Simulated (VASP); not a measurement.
Wanted: the native input for a VASP 6.6.1 run.

- Task: single point
- Functional: PBE
- Potentials or basis: VASP PAW PBE potentials, release 64 (Ga_d, Sb_d_GW, N)
- Cutoff: 700 eV
- k mesh: 6 × 6 × 8
- Occupations: gaussian, width 0.1 eV
- Spin: no spin polarisation
- Dipole correction: no
- Further INCAR settings: ALGO = Normal; EDIFF = 1e-06; NBANDS = 41

The structure of Ga3SbN2 lies in POSCAR:

```
Ga3SbN2
1.0
    5.8650343076      0.0000000000      0.0000000000
   -2.9325171538      5.0792687045      0.0000000000
    0.0000000000      0.0000000000      5.6480331325
Ga Sb N
3 1 2
Direct
    0.5000000000      0.0000000000      0.5000000000
    0.0000000000      0.5000000000      0.5000000000
    0.5000000000      0.5000000000      0.5000000000
    0.0000000000      0.0000000000      0.0000000000
    0.0000000000      0.0000000000      0.3959783937
    0.0000000000      0.0000000000      0.6040216063
```

The cell was generated, and may not be a known phase.

The input as run:

INCAR

```
  PREC = Accurate
  ENCUT = 700
  EDIFF = 1E-6
  ISMEAR = 0
  SIGMA = 0.1
  LREAL = F
  LASPH = T
  NELM = 120
  ALGO = Normal
  ISIF = 2
  LWAVE = F
  LCHARG = F
  GGA = PE
  NBANDS = 41
  GGA_COMPAT = F
```

KPOINTS

```
Automatic mesh
0
Gamma
  6 6 8
```

Potentials or basis: VASP PAW PBE potentials, release 64 (Ga_d, Sb_d_GW, N).

The run is started by

```bash
$ cat potpaw_PBE.64/Ga_d/POTCAR potpaw_PBE.64/Sb_d_GW/POTCAR potpaw_PBE.64/N/POTCAR > POTCAR
$ mpirun -np 1 vasp_std > vasp.out
```

It gave:

```json
{
 "Pressure": "0.2 GPa",
 "Largest force": "0.578 eV/Å",
 "Band gap on the k mesh": "zero (bands 32 and 33 overlap by 1.87 eV)"
}
```

Caveat: the standard files for N, O and F lose accuracy on very short bonds; spin-orbit coupling is left out, which moves the levels of the heavy elements.

It took 13 min on 1 thread of Intel(R) Xeon(R) Platinum 8259CL CPU @ 2.50GHz (Skylake/Cascade Lake) (shared host), peak memory 0.64 GiB.
